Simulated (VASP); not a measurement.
Wanted: the native input for a VASP 6.6.1 run.

| Quantity | Value |
| --- | --- |
| Task | single point |
| Functional | r2SCAN |
| Potentials or basis | VASP PAW PBE potentials, release 64 (Si, O) |
| Cutoff | 520 eV |
| k mesh | 6 × 6 × 8 |
| Occupations | gaussian, width 0.05 eV |
| Spin | no spin polarisation |
| Dipole correction | no |
| Further INCAR settings | ALGO = Normal; EDIFF = 1e-06; NBANDS = 25 |

The system is SiO2.

```
Si O
1.0
     3.85057    0.00000    0.00000
     0.00000    3.85057    0.00000
     0.00000    0.00000    2.56200
Si O
2 4
Direct
  0.50000 0.50000 0.50000
  0.00000 0.00000 0.00000
  0.69389 0.69389 0.00000
  0.19389 0.80611 0.50000
  0.30611 0.30611 0.00000
  0.80611 0.19389 0.50000
```

This cell differs from its parent crystal: strain -0.080 along x and y, -0.040 along z.

One way to write it, as run:

POSCAR

```
SiO2
1.0
    3.8505735901      0.0000000000      0.0000000000
    0.0000000000      3.8505735901      0.0000000000
    0.0000000000      0.0000000000      2.5619951744
Si O
2 4
Direct
    0.5000000000      0.5000000000      0.5000000000
    0.0000000000      0.0000000000      0.0000000000
    0.6938852014      0.6938852014      0.0000000000
    0.1938852014      0.8061147986      0.5000000000
    0.3061147986      0.3061147986      0.0000000000
    0.8061147986      0.1938852014      0.5000000000
```

INCAR.step1

```
SYSTEM = SiO2
PREC = Accurate
ENCUT = 520
ISMEAR = 0
SIGMA = 0.05
LREAL = .FALSE.
LASPH = .TRUE.
NELM = 100
NBANDS = 25
GGA = PE
ALGO = Normal
EDIFF = 1E-4
LWAVE = .TRUE.
LCHARG = .FALSE.
```

INCAR.step2

```
SYSTEM = SiO2
PREC = Accurate
ENCUT = 520
EDIFF = 1E-6
ISMEAR = 0
SIGMA = 0.05
LREAL = .FALSE.
LASPH = .TRUE.
NELM = 100
ALGO = Normal
ISIF = 2
LWAVE = .FALSE.
LCHARG = .FALSE.
METAGGA = R2SCAN
LMIXTAU = .TRUE.
NBANDS = 25
ISTART = 1
```

KPOINTS

```
Automatic mesh
0
G
  6 6 8
  0 0 0
```

Potentials or basis: VASP PAW PBE potentials, release 64 (Si, O).

The run is started by

```console
$ cat potpaw_PBE.64/Si/POTCAR potpaw_PBE.64/O/POTCAR > POTCAR
$ cp INCAR.step1 INCAR
$ mpirun -np 1 vasp_std > vasp.out
$ cp INCAR.step2 INCAR
$ mpirun -np 1 vasp_std > vasp.out
```

It gave:

```json
{"Pressure": "105.1 GPa", "Largest force": "1.685 eV/Å", "Band gap on the k mesh": "7.64 eV, direct"}
```

Caveat: the cell differs from its parent crystal (strain -0.080 along x and y, -0.040 along z); the PAW data sets were made with another functional, which shifts forces and pressure a little.

Run time: 2.1 min on 1 thread of Intel(R) Xeon(R) Platinum 8259CL CPU @ 2.50GHz (Skylake/Cascade Lake), with other jobs on the host, peak memory 0.17 GiB.
